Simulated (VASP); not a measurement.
As:

```
As
1.0
     2.23509    0.00000    0.00000
    -1.11754    1.93564    0.00000
     0.00000    0.00000    2.08629
As
1
Cartesian
  0.0000 0.0000 0.0000
```

Base run:

* Program: VASP 6.6.1
* Functional: PBE
* Potentials or basis: VASP PAW PBE potentials, release 64 (As_d)
* Cutoff: 600 eV
* k mesh: 15 × 15 × 14
* Occupations: fermi-dirac, width 0.05 eV
* Spin: no spin polarisation

Its results: pressure 342.5 GPa.

The run is repeated on the same cell with these changes: potentials or basis from VASP PAW PBE potentials, release 64 (As_d) to VASP PAW PBE potentials, release 64 (As); cutoff from 600 eV to 520 eV; further incar settings from ALGO = Normal; EDIFF = 1e-06; NBANDS = 14 to ALGO = Normal; EDIFF = 1e-06; NBANDS = 8; valence electrons from 15 to 5. What comes out?

Pressure 354.8 GPa.
